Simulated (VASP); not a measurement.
Input of a VASP 6.6.1 run:

Contents of INCAR:

```
ALGO = Normal ; DIPOL = 0.5 0.5 0.500
EDIFF = 1E-6 ; ENCUT = 520
GGA = PE ; IDIPOL = 3
ISIF = 2 ; ISMEAR = 0
LASPH = True ; LCHARG = True
LDIPOL = True ; LELF = True
LREAL = False ; LVACPOTAV = True
LVHAR = True ; LWAVE = False
NBANDS = 28 ; NELM = 100
PREC = Accurate ; SIGMA = 0.05
```

File KPOINTS:

```
k-points
0
Gamma
  12 12 1
```

File POSCAR:

```
B5As4
1.0
    3.4003508741      0.0000000000      0.0000000000
    0.0000000000      3.4003508741      0.0000000000
    0.0000000000      0.0000000000     24.6176446460
B As
5 4
Direct
    0.5000000000      0.5000000000      0.3046595281
    0.0000000000      0.0000000000      0.4023297640
    0.5000000000      0.5000000000      0.5000000000
    0.0000000000      0.0000000000      0.5976702360
    0.5000000000      0.5000000000      0.6953404719
    0.5000000000      0.0000000000      0.3534946461
    0.0000000000      0.5000000000      0.4511648820
    0.5000000000      0.0000000000      0.5488351180
    0.0000000000      0.5000000000      0.6465053539
```

Potentials or basis: VASP PAW PBE potentials, release 64 (B, As).

Run with:

```bash
$ cat potpaw_PBE.64/B/POTCAR potpaw_PBE.64/As/POTCAR > POTCAR
$ mpirun -np 1 vasp_std > vasp.out
```

Q: Estimate the band gap on the k mesh.

A: Zero (an odd number of electrons rules out a gap without spin polarisation).

Q: Estimate the largest force.

A: 1.292 eV/Å.

Forces in eV/Å, atoms in the order of the input:
```
B    0.000  0.000  1.184
B    0.000  0.000  0.177
B    0.000  0.000  0.000
B    0.000  0.000 -0.177
B    0.000  0.000 -1.184
As   0.000  0.000 -1.292
As   0.000  0.000 -0.166
As   0.000  0.000  0.166
As   0.000  0.000  1.292
```

Caveat: an odd number of electrons without spin polarisation forces a metal; a magnetic or distorted state may lie lower.
